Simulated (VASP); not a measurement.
Ta:

```
Ta
1.0
     0.00000    3.78374    3.78374
     3.78374    0.00000    3.78374
     3.78374    3.78374    0.00000
Ta
3
Direct
  0.50000 0.50000 0.50000
  0.25000 0.25000 0.25000
  0.75000 0.75000 0.75000
```

* Program: VASP 6.6.1
* Task: relaxation of cell and atoms
* Functional: PBE
* Potentials or basis: VASP PAW PBE potentials, release 64 (Ta_pv)
* Cutoff: 600 eV
* k mesh: 4 × 4 × 4
* Occupations: gaussian, width 0.1 eV
* Spin: no spin polarisation

At the start: pressure -26.2 GPa; volume 36.11 Å³/atom.

Task: Where does the relaxation end?

Result: Over 5 steps the energy falls by 1859.5 meV/atom and the volume is 21.56 Å³/atom (-40.3 %); space group Fm-3m (No. 225, to 0.05 Å).

The path:
| step | energy change (eV) | largest force (eV/Å) | pressure (GPa) | volume (Å³) |
| --- | --- | --- | --- | --- |
| 1 | 0.0000 | 0.0000 | -26.18 | 108.34 |
| 2 | 4.2228 | 0.0000 | 183.73 | 39.66 |
| 3 | -5.4709 | 0.0000 | -7.98 | 68.87 |
| 4 | -5.5589 | 0.0000 | -3.61 | 66.46 |
| 5 | -5.5786 | 0.0000 | 0.13 | 64.69 |

Final structure:
```cif
data_structure
_symmetry_space_group_name_H-M 'P 1'
_symmetry_Int_Tables_number 1
_cell_length_a 4.5060
_cell_length_b 4.5060
_cell_length_c 4.5060
_cell_angle_alpha 60.000
_cell_angle_beta 60.000
_cell_angle_gamma 60.000
_cell_volume 64.69
loop_
_atom_site_label
_atom_site_type_symbol
_atom_site_fract_x
_atom_site_fract_y
_atom_site_fract_z
_atom_site_occupancy
Ta1 Ta 0.50000 0.50000 0.50000 1
Ta2 Ta 0.25000 0.25000 0.25000 1
Ta3 Ta 0.75000 0.75000 0.75000 1
```

Caveat: the volume moved by over 15 % at a fixed basis, so the end points are rough.
